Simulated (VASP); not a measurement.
# C (Fd-3m) in VASP: further runs

Aim: see how the results for C move with the level of theory and the settings. Levels: PBE+D3(BJ), PBE+D4. Tasks: relaxation of cell and atoms.

Everything below comes from runs of VASP 6.6.1. Logs are shortened: lines on timing, memory, paths and dates and some standing lists are left out, and cuts for length are marked.

### Step 1. The cell of the first run

Symmetry: Fd-3m, No. 227, cubic system. The conventional cell has a = 3.567 Å, b = 3.567 Å, c = 3.567 Å, α = 90.00°, β = 90.00°, γ = 90.00°. Within 2.1 Å of C (site symmetry -43m) lie 4 C at 1.54 Å.

### Step 2. Relaxation of cell and atoms, PBE+D3(BJ)

The input, INCAR:

```
ALGO = Normal
EDIFF = 1E-7
EDIFFG = -0.01
ENCUT = 600
GGA = PE
IBRION = 2
ISIF = 3
ISMEAR = 0
IVDW = 12
LASPH = T
LCHARG = F
LREAL = F
LWAVE = F
NELM = 100
NSW = 80
PREC = Accurate
SIGMA = 0.01
```

The input, KPOINTS:

```
k-points
0
Gamma
  8 8 8
```

The input, POSCAR:

```
C
1.0
    0.0000000000      1.7833700000      1.7833700000
    1.7833700000      0.0000000000      1.7833700000
    1.7833700000      1.7833700000      0.0000000000
C
2
Direct
    0.0000000000      0.0000000000      0.0000000000
    0.2500000000      0.2500000000      0.2500000000
```

Potentials or basis: VASP PAW PBE potentials, release 64 (C).

The run is started by

```console
> cat potpaw_PBE.64/C/POTCAR > POTCAR
> mpirun -np 1 vasp_std > vasp.out
```

OUTCAR:

```text
EDIFF = 1E-7
   EDIFFG = -0.01
   ENCUT = 600
   GGA = PE
   IBRION = 2
   ISIF = 3
   ISMEAR = 0
   IVDW = 12
   LASPH = T
   LREAL = F
   NELM = 100
   NSW = 80
   PREC = Accurate
 IVDW          = 12

 ion  position               nearest neighbor table
   1  0.000  0.000  0.000-   2 1.54   2 1.54   2 1.54   2 1.54
   2  0.250  0.250  0.250-   1 1.54   1 1.54   1 1.54   1 1.54

  LATTYP: Found a face centered cubic cell.
 ALAT       =     3.5667400000

  Lattice vectors:

 A1 = (   0.0000000000,   1.7833700000,   1.7833700000)
 A2 = (   1.7833700000,   0.0000000000,   1.7833700000)
 A3 = (   1.7833700000,   1.7833700000,   0.0000000000)

Analysis of symmetry for initial positions (statically):
=====================================================================
 Subroutine PRICEL returns:
 Original cell was already a primitive cell.

 Routine SETGRP: Setting up the symmetry group for a
 face centered cubic supercell.

 Subroutine GETGRP returns: Found 48 space group operations
 (whereof 24 operations were pure point group operations)
 out of a pool of 48 trial point group operations.

The static configuration has the point symmetry T_d .
 The point group associated with its full space group is O_h .

Analysis of symmetry for dynamics (positions and initial velocities):
=====================================================================
 Subroutine PRICEL returns:
 Original cell was already a primitive cell.

 Routine SETGRP: Setting up the symmetry group for a
 face centered cubic supercell.

 Subroutine GETGRP returns: Found 48 space group operations
 (whereof 24 operations were pure point group operations)
 out of a pool of 48 trial point group operations.

The dynamic configuration has the point symmetry T_d .
 The point group associated with its full space group is O_h .

 Subroutine INISYM returns: Found 48 space group operations
 (whereof 24 operations are pure point group operations),
 and found     1 'primitive' translations

----------------------------------------------------------------------------------------

                                     Primitive cell

  volume of cell :      11.3437

  direct lattice vectors                    reciprocal lattice vectors
     0.000000000  1.783370000  1.783370000    -0.280368067  0.280368067  0.280368067
     1.783370000  0.000000000  1.783370000     0.280368067 -0.280368067  0.280368067
     1.783370000  1.783370000  0.000000000     0.280368067  0.280368067 -0.280368067

  length of vectors
     2.522066041  2.522066041  2.522066041     0.485611737  0.485611737  0.485611737

  position of ions in fractional coordinates (direct lattice)
     0.000000000  0.000000000  0.000000000
     0.250000000  0.250000000  0.250000000

  ion indices of the primitive-cell ions
   primitive index   ion index
                 1           1
                 2           2

----------------------------------------------------------------------------------------

 KPOINTS: k-points

Automatic generation of k-mesh.
 Grid dimensions read from file:
 generate k-points for:    8    8    8

 Generating k-lattice:

  Cartesian coordinates                     Fractional coordinates (reciprocal lattice)
    -0.035046008  0.035046008  0.035046008     0.125000000  0.000000000  0.000000000
     0.035046008 -0.035046008  0.035046008     0.000000000  0.125000000  0.000000000
     0.035046008  0.035046008 -0.035046008     0.000000000  0.000000000  0.125000000

  Length of vectors
     0.060701467  0.060701467  0.060701467

  Shift w.r.t. Gamma in fractional coordinates (k-lattice)
     0.000000000  0.000000000  0.000000000

 Subroutine IBZKPT returns following result:
 ===========================================

 Found     29 irreducible k-points:

 Following reciprocal coordinates:
            Coordinates               Weight
  0.000000  0.000000  0.000000      1.000000
  0.125000  0.000000  0.000000      8.000000
  0.250000  0.000000  0.000000      8.000000
  0.375000  0.000000  0.000000      8.000000
  0.500000  0.000000  0.000000      4.000000
  0.125000  0.125000  0.000000      6.000000
[... 16 lines left out ...]
  0.500000  0.250000  0.125000     48.000000
 -0.375000  0.250000  0.125000     24.000000
 [... further k-points ...]
   k-points           NKPTS =     29   k-points in BZ     NKDIM =     29   number of bands    NBANDS=      8
   number of dos      NEDOS =    301   number of ions     NIONS =      2
   total plane-waves  NPLWV =   8000
   dimension x,y,z NGX =    20 NGY =   20 NGZ =   20
   dimension x,y,z NGXF=    40 NGYF=   40 NGZF=   40
   ions per type =               2
   NGX,Y,Z   is equivalent  to a cutoff of  13.18, 13.18, 13.18 a.u.
   NGXF,Y,Z  is equivalent  to a cutoff of  26.37, 26.37, 26.37 a.u.
 SYSTEM =  unknown system
   PREC   = accura    normal or accurate (medium, high low for compatibility)
   ISTART =      0    job   : 0-new  1-cont  2-samecut
   ICHARG =      2    charge: 1-file 2-atom 10-const
   ISPIN  =      1    spin polarized calculation?
   LNONCOLLINEAR =      F non collinear calculations
   LSORBIT =      F    spin-orbit coupling
   LASPH  =      T    aspherical Exc in radial PAW
   ENCUT  =  600.0 eV  44.10 Ry    6.64 a.u.   5.04  5.04  5.04*2*pi/ulx,y,z
   NELM   =    100;   NELMIN=  2; NELMDL= -5     # of ELM steps
   EDIFF  = 0.1E-06   stopping-criterion for ELM
   LREAL  =      F    real-space projection
   EDIFFG = -.1E-01   stopping-criterion for IOM
   NSW    =     80    number of steps for IOM
   IBRION =      2    ionic relax: 0-MD 1-quasi-New 2-CG
   NFREE  =      1    steps in history (QN), initial steepest desc. (CG)
   ISIF   =      3    stress and relaxation
   ISYM   =      2    0-nonsym 1-usesym 2-fastsym
   POTIM  = 0.5000    time-step for ionic-motion
   TEBEG  =    0.0;   TEEND  =   0.0 temperature during run
   PSTRESS=    0.0 pullay stress
   NELECT =       8.0000    total number of electrons
   NUPDOWN=      -1.0000    fix difference up-down
   EMIN   =  10.00;   EMAX   =-10.00  energy-range for DOS
   EFERMI =   0.00;   METHOD = LEGACY
   ISMEAR =     0;   SIGMA  =   0.01  broadening in eV -4-tet -1-fermi 0-gaus
   EFERMI_NEDOS =   21; number of points for ismear=-14 and -15
   IALGO  =     38    algorithm
   IMIX   =      4    mixing-type and parameters
     AMIX     =   0.40;   BMIX     =  1.00
     AMIX_MAG =   1.60;   BMIX_MAG =  1.00
  volume/ion in A,a.u.               =       5.67        38.28
  Fermi-wavevector in a.u.,A,eV,Ry     =   1.457203  2.753714 28.891161  2.123440
  Thomas-Fermi vector in A             =   2.574032
   LORBIT       =      0    0 simple, 1 ext, 2 COOP (PROOUT), +10 PAW based schemes
   GGA     = PE    functional components
   LHFCALC =     F    Hartree Fock is set to
   AEXX    =    0.0000 exact exchange contribution
   IVDW    =    12    specifies the selected vdW correction
   LEPSILON=     F    determine dielectric tensor
   LRPA    =     F    only Hartree local field effects (RPA)
 conjugate gradient relaxation of ions
 non-spin polarized calculation
 Gauss-broadening in eV      SIGMA  =   0.01
  energy-cutoff  :      600.00
  volume of cell :       11.34
 maximum number of plane-waves:       391
   NGX =  9   NGY =  9   NGZ =  9

--------------------------------------- Ionic step        1  -------------------------------------------

 number of electron       7.9999999 magnetization

 Free energy of the ion-electron system (eV)
  ---------------------------------------------------
  ext. energy  EPLUGINS =         0.00000000
  ---------------------------------------------------
  free energy    TOTEN  =       -18.18920954 eV

  energy without entropy =      -18.18920954  energy(sigma->0) =      -18.18920954

------------------------ aborting loop because EDIFF is reached ----------------------------------------

 Edisp (eV)   -0.38260

 E8    (eV) :    -0.1102

  FORCE on cell =-STRESS in cart. coord.  units (eV):
  Direction    XX          YY          ZZ          XY          YZ          ZX
  --------------------------------------------------------------------------------------
  -------------------------------------------------------------------------------------
  Total      -0.25448    -0.25448    -0.25448    -0.00000     0.00000    -0.00000
  in kB     -35.94231   -35.94231   -35.94231    -0.00000     0.00000    -0.00000
  external pressure =      -35.94 kB  Pullay stress =        0.00 kB

 VOLUME and BASIS-vectors are now :
 -----------------------------------------------------------------------------
  energy-cutoff  :      600.00
  volume of cell :       11.34
      direct lattice vectors                 reciprocal lattice vectors
     0.000000000  1.783370000  1.783370000    -0.280368067  0.280368067  0.280368067
     1.783370000  0.000000000  1.783370000     0.280368067 -0.280368067  0.280368067
     1.783370000  1.783370000  0.000000000     0.280368067  0.280368067 -0.280368067

 POSITION                                       TOTAL-FORCE (eV/Angst)
 -----------------------------------------------------------------------------------
      0.00000      0.00000      0.00000        -0.000000     -0.000000     -0.000000
      0.89168      0.89168      0.89168         0.000000      0.000000      0.000000
 -----------------------------------------------------------------------------------
    total drift:                                0.000000      0.000000      0.000000

  FREE ENERGIE OF THE ION-ELECTRON SYSTEM (eV)
  ---------------------------------------------------
  free  energy   TOTEN  =       -18.5718099900 eV

  energy  without entropy=      -18.5718099900  energy(sigma->0) =      -18.57180999

--------------------------------------- Ionic step        2  -------------------------------------------

 number of electron       7.9999999 magnetization

 E-fermi :  10.1330     XC(G=0): -13.3434

 val. band max:        9.9978811327   @ k =   0.0000   0.0000   0.0000
 cond. band min:      14.1711249699   @ k =   0.3750   0.3750   0.0000
 fundamental gap:      4.1732438372
 Fermi energy:        10.1329980561

 k-point     1 :       0.0000    0.0000    0.0000
  band No.  band energies     occupation
      1     -11.7286      2.00000
      2       9.9979      2.00000
      3       9.9979      2.00000
      4       9.9979      2.00000
      5      15.6389      0.00000
      6      15.6389      0.00000
      7      15.6389      0.00000
      8      23.7551      0.00000

 k-point     2 :       0.1250    0.0000    0.0000
  band No.  band energies     occupation
      1     -11.2911      2.00000
      2       7.5483      2.00000
      3       9.3323      2.00000
      4       9.3323      2.00000
      5      16.5142      0.00000
      6      16.5142      0.00000
      7      16.9682      0.00000
      8      24.0902      0.00000
[... 268 lines left out ...]
 POSITION                                       TOTAL-FORCE (eV/Angst)
 -----------------------------------------------------------------------------------
      3.54485      3.54485      3.54485         0.000000      0.000000      0.000000
      0.88621      0.88621      0.88621        -0.000000     -0.000000     -0.000000
 -----------------------------------------------------------------------------------
    total drift:                                0.000000      0.000000      0.000000

  FREE ENERGIE OF THE ION-ELECTRON SYSTEM (eV)
  ---------------------------------------------------
  free  energy   TOTEN  =       -18.5712511059 eV

  energy  without entropy=      -18.5712511059  energy(sigma->0) =      -18.57125111

--------------------------------------- Ionic step        3  -------------------------------------------

 number of electron       7.9999999 magnetization

 Free energy of the ion-electron system (eV)
  ---------------------------------------------------
  ext. energy  EPLUGINS =         0.00000000
  ---------------------------------------------------
  free energy    TOTEN  =       -18.18710143 eV

  energy without entropy =      -18.18710143  energy(sigma->0) =      -18.18710143

 E-fermi :   9.9562     XC(G=0): -13.2921

 val. band max:        9.8489226167   @ k =   0.0000   0.0000   0.0000
 cond. band min:      13.9997742865   @ k =   0.3750   0.3750   0.0000
 fundamental gap:      4.1508516698
 Fermi energy:         9.9561703226

 k-point     1 :       0.0000    0.0000    0.0000
  band No.  band energies     occupation
      1     -11.7392      2.00000
      2       9.8489      2.00000
      3       9.8489      2.00000
      4       9.8489      2.00000
      5      15.4619      0.00000
      6      15.4619      0.00000
      7      15.4619      0.00000
      8      23.3704      0.00000

 k-point     2 :       0.1250    0.0000    0.0000
  band No.  band energies     occupation
      1     -11.3047      2.00000
      2       7.4186      2.00000
      3       9.1907      2.00000
      4       9.1907      2.00000
      5      16.3276      0.00000
      6      16.3276      0.00000
      7      16.7668      0.00000
      8      23.7233      0.00000
[... 268 lines left out ...]
 POSITION                                       TOTAL-FORCE (eV/Angst)
 -----------------------------------------------------------------------------------
      0.00000      0.00000      0.00000        -0.000000     -0.000000     -0.000000
      0.88923      0.88923      0.88923         0.000000      0.000000      0.000000
 -----------------------------------------------------------------------------------
    total drift:                                0.000000      0.000000      0.000000

  FREE ENERGIE OF THE ION-ELECTRON SYSTEM (eV)
  ---------------------------------------------------
  free  energy   TOTEN  =       -18.5728691434 eV

  energy  without entropy=      -18.5728691434  energy(sigma->0) =      -18.57286914

 reached required accuracy - stopping structural energy minimisation
```

Wall time 18 s (1 thread of AMD EPYC 7R13, shared host); peak memory 0.1 GiB.

Results:

| Quantity | Value |
| --- | --- |
| Free energy | -18.5729 eV |
| Relaxed volume | 5.63 Å³/atom |
| Relaxed cell | a = 2.515 Å, b = 2.515 Å, c = 2.515 Å, α = 60.00°, β = 60.00°, γ = 60.00° |
| Space group after relaxing (to 0.05 Å) | Fd-3m (No. 227) |
| Energy gained by relaxing | 0.5 meV/atom |
| Ionic steps | 3 |
| Pressure after relaxing | 0.0 GPa |
| Band gap on the k mesh | 4.15 eV, indirect (least direct gap 5.61 eV) |
| Dispersion energy per atom | -0.193 eV |

Step by step:
| step | energy change (eV) | largest force (eV/Å) | pressure (GPa) | volume (Å³) |
| --- | --- | --- | --- | --- |
| 1 | 0.0000 | 0.0000 | -3.59 | 11.34 |
| 2 | 0.0006 | 0.0000 | 4.59 | 11.14 |
| 3 | -0.0011 | 0.0000 | 0.00 | 11.25 |

Final structure:
```yaml
crystal:
  lattice:
    - [0.00000, 1.77846, 1.77846]
    - [1.77846, 0.00000, 1.77846]
    - [1.77846, 1.77846, 0.00000]
  atoms:
    - { symbol: C, position: [0.00000, 0.00000, 0.00000] }
    - { symbol: C, position: [0.25000, 0.25000, 0.25000] }
```

Levels at points of the mesh, in eV from the valence-band top:
```
           k point  band 1  band 2  band 3  band 4  band 5  band 6  band 7  band 8
(0.00, 0.00, 0.00)  -21.59    0.00    0.00    0.00    5.61    5.61    5.61   13.52
(0.50, 0.00, 0.00)  -15.77  -13.47   -2.82   -2.82    8.49    8.49    8.96   15.77
(0.50, 0.50, 0.00)  -12.82  -12.82   -6.35   -6.35    4.78    4.78   16.93   16.93
```

A k mesh can miss the band edges.

### Step 3. Relaxation of cell and atoms, PBE+D4

The input, INCAR:

```
SYSTEM = C
ALGO     = Normal         ! electronic algorithm
EDIFF    = 1E-6           ! SCF threshold, eV
EDIFFG   = -0.01          ! ionic threshold
ENCUT    = 600            ! plane-wave cutoff, eV
GGA      = PE             ! functional
IBRION   = 2              ! ionic algorithm
ISIF     = 3              ! what is computed and relaxed
ISMEAR   = 0              ! smearing method
IVDW     = 13             ! dispersion correction
LASPH    = .True.         ! aspherical terms in the spheres
LCHARG   = .False.        ! write CHGCAR
LREAL    = .False.        ! projectors in reciprocal space
LWAVE    = .False.        ! write WAVECAR
NELM     = 100            ! most SCF steps
NSW      = 80             ! ionic steps
PREC     = Accurate       ! precision mode
SIGMA    = 0.01           ! smearing width, eV
```

The input, KPOINTS:

```
k-points
0
Gamma
  8 8 8
  0 0 0
```

POSCAR is that of step 2.

Potentials or basis: VASP PAW PBE potentials, release 64 (C).

The run is started by

```console
> cat potpaw_PBE.64/C/POTCAR > POTCAR
> mpirun -np 1 vasp_std > vasp.out
```

Wall time 32 s (1 thread of AMD EPYC 7R13, shared host); peak memory 0.09 GiB.

The run converged. Its results:

```
Free energy                            : -18.6165 eV
Relaxed volume                         : 5.63 Å³/atom
Relaxed cell                           : a = 2.515 Å, b = 2.515 Å, c = 2.515 Å, α = 60.00°, β = 60.00°, γ = 60.00°
Space group after relaxing (to 0.05 Å) : Fd-3m (No. 227)
Energy gained by relaxing              : 0.5 meV/atom
Ionic steps                            : 3
Pressure after relaxing                : 0.0 GPa
Band gap on the k mesh                 : 4.15 eV, indirect (least direct gap 5.61 eV)
Dispersion energy per atom             : -0.215 eV
```

The path:
```
step  energy change (eV)  largest force (eV/Å)  pressure (GPa)  volume (Å³)
   1              0.0000                0.0000           -3.49        11.34
   2              0.0005                0.0000            4.50        11.14
   3             -0.0010                0.0000            0.00        11.25
```

Final structure:
```
C
1.0
     0.00000    1.77860    1.77860
     1.77860    0.00000    1.77860
     1.77860    1.77860    0.00000
C
2
Direct
  0.00000 0.00000 0.00000
  0.25000 0.25000 0.25000
```

Levels at points of the mesh, in eV from the valence-band top:
```tsv
k point	band 1	band 2	band 3	band 4	band 5	band 6	band 7	band 8
(0.00, 0.00, 0.00)	-21.58	0.00	0.00	0.00	5.61	5.61	5.61	13.52
(0.50, 0.00, 0.00)	-15.76	-13.46	-2.82	-2.82	8.49	8.49	8.96	15.77
(0.50, 0.50, 0.00)	-12.82	-12.82	-6.35	-6.35	4.78	4.78	16.93	16.93
```
